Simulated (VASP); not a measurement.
Set up this calculation in VASP 6.6.1, as the native input.

* Task: single point
* Functional: PBE
* Potentials or basis: VASP PAW PBE potentials, release 64 (Mg, O)
* Cutoff: 520 eV
* k mesh: 10 × 10 × 10
* Occupations: gaussian, width 0.05 eV
* Spin: no spin polarisation
* Dipole correction: no
* Further INCAR settings: ALGO = Normal; EDIFF = 1e-06; NBANDS = 11

The structure of MgO lies in POSCAR:

```
MgO
1.0
    0.0000000000      2.1272186771      2.1272186771
    2.1272186771      0.0000000000      2.1272186771
    2.1272186771      2.1272186771      0.0000000000
Mg O
1 1
Direct
    0.0000000000      0.0000000000      0.0000000000
    0.5000000000      0.5000000000      0.5000000000
```

These files were run (other wordings do the same):

INCAR

```
ALGO = Normal ; EDIFF = 1E-6
ENCUT = 520 ; GGA = PE
ISIF = 2 ; ISMEAR = 0
LASPH = T ; LCHARG = T
LELF = T ; LREAL = F
LVHAR = T ; LWAVE = F
NBANDS = 11 ; NELM = 60
PREC = Accurate ; SIGMA = 0.05
```

KPOINTS

```
k-points
0
Gamma
  10 10 10
```

Potentials or basis: VASP PAW PBE potentials, release 64 (Mg, O).

Run with:

```sh
$ cat potpaw_PBE.64/Mg/POTCAR potpaw_PBE.64/O/POTCAR > POTCAR
$ mpirun -np 1 vasp_std > vasp.out
```

Results of the run:

* Pressure: -0.8 GPa
* Band gap on the k mesh: 4.44 eV, direct

Run time: 13 s on 1 thread of Intel(R) Xeon(R) Platinum 8259CL CPU @ 2.50GHz (Skylake/Cascade Lake), with other jobs on the host, peak memory 0.14 GiB.
